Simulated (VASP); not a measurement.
Wanted: the native input for a VASP 6.6.1 run.

| Item | Value |
| --- | --- |
| Task | single point |
| Functional | PBE |
| Potentials or basis | VASP PAW PBE potentials, release 64 (W_sv) |
| Cutoff | 520 eV |
| k mesh | 9 × 9 × 14 |
| Occupations | fermi-dirac, width 0.1 eV |
| Spin | no spin polarisation |
| Dipole correction | no |
| Further INCAR settings | ALGO = Normal; EDIFF = 1e-07; NBANDS = 28 |

The structure of W lies in POSCAR:

```
W
1.0
    4.5584443062      0.0000000000      0.0000000000
   -2.2792221531      3.9477285709      0.0000000000
    0.0000000000      0.0000000000      2.5381317420
W
3
Direct
    0.0000000000      1.0000000000      0.0000000000
    0.3333333333      0.6666666667      0.5000000000
    0.6666666667      0.3333333333      0.5000000000
```

This isn't the form of W at room conditions, which is bcc.

One way to write it, as run:

INCAR

```
PREC = Accurate
ENCUT = 520
EDIFF = 1E-7
ISMEAR = -1
SIGMA = 0.1
LREAL = F
LASPH = T
NELM = 60
ALGO = Normal
ISIF = 2
LWAVE = F
LCHARG = T
GGA = PE
LELF = T
LVHAR = T
NBANDS = 28
```

KPOINTS

```
Automatic mesh
0
Gamma
  9 9 14
```

Potentials or basis: VASP PAW PBE potentials, release 64 (W_sv).

Command:

```sh
$ cat potpaw_PBE.64/W_sv/POTCAR > POTCAR
$ mpirun -np 1 vasp_std > vasp.out
```

It gave:

```yaml
Pressure: 28.5 GPa
Band_gap_on_the_k_mesh: zero (bands 21 and 22 overlap by 1.03 eV)
```

Caveat: the cell stands under pressure; spin-orbit coupling is left out, which moves the levels of the heavy elements.

Run time: 3.5 min on 1 thread of Intel Xeon 8259CL, with other jobs on the host, peak memory 0.23 GiB.
